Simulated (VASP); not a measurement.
Wanted: the native input for a VASP 6.6.1 run.

- Task: single point
- Functional: PBE
- Potentials or basis: VASP PAW PBE potentials, release 64 (Ba_sv, Sn_d, Au)
- Cutoff: 520 eV
- k mesh: 6 × 6 × 2
- Occupations: gaussian, width 0.1 eV
- Spin: no spin polarisation
- Dipole correction: no
- Further INCAR settings: ALGO = Normal; EDIFF = 1e-07; NBANDS = 24

The structure of BaSnAu lies in POSCAR:

```
BaSnAu
1.0
    4.0636649116      0.0000000000      0.0000000000
    0.0000000000      4.0636649116      0.0000000000
    0.0000000000      0.0000000000      6.2986486278
Ba Sn Au
1 1 1
Direct
    0.0000000000      0.0000000000      0.0000000000
    0.5000000000      0.5000000000      0.5000000000
    0.0000000000      0.0000000000      0.5000000000
```

These files were run (other wordings do the same):

INCAR

```
ALGO = Normal ; EDIFF = 1E-7
ENCUT = 520 ; GGA = PE
ISIF = 2 ; ISMEAR = 0
LASPH = T ; LCHARG = T
LELF = T ; LREAL = F
LVHAR = T ; LWAVE = F
NBANDS = 24 ; NELM = 100
PREC = Accurate ; SIGMA = 0.1
```

KPOINTS

```
k-points
0
Gamma
  6 6 2
```

Potentials or basis: VASP PAW PBE potentials, release 64 (Ba_sv, Sn_d, Au).

Command:

```bash
$ cat potpaw_PBE.64/Ba_sv/POTCAR potpaw_PBE.64/Sn_d/POTCAR potpaw_PBE.64/Au/POTCAR > POTCAR
$ mpirun -np 1 vasp_std > vasp.out
```

Results of the run:

* Pressure: 0.5 GPa

Caveat: the k points lie up to 0.50 Å⁻¹ apart.

Wall time 45 s on 1 thread of AMD EPYC 7R43 64-Core Processor (Zen 3), with other jobs on the host, peak memory 0.2 GiB.
